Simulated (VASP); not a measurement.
Input of a VASP 6.6.1 run:

Contents of INCAR:

```
PREC = Accurate
ENCUT = 520
EDIFF = 1E-6
ISMEAR = 0
SIGMA = 0.15
LREAL = False
LASPH = True
NELM = 100
ALGO = Fast
ISIF = 2
LWAVE = False
LCHARG = False
GGA = PE
NBANDS = 22
```

The input KPOINTS:

```
Automatic mesh
0
Gamma
  21 21 12
```

File POSCAR:

```
Rh
1.0
    2.6706542520      0.0000000000      0.0000000000
   -1.3353271260      2.3128544270      0.0000000000
    0.0000000000      0.0000000000      4.5649493130
Rh
2
Direct
    0.6666666667      0.3333333333      0.7500000000
    0.3333333333      0.6666666667      0.2500000000
```

Potentials or basis: VASP PAW PBE potentials, release 64 (Rh_pv).

Run with:

```console
$ cat potpaw_PBE.64/Rh_pv/POTCAR > POTCAR
$ mpirun -np 1 vasp_std > vasp.out
```

(1) Predict the pressure.

(2) Predict the band gap on the k mesh.

Results:

(1) 0.8 GPa.

(2) zero (bands 15 and 16 overlap by 2.39 eV).

Caveat: the stress differs along the axes, from -9 to 6 GPa.
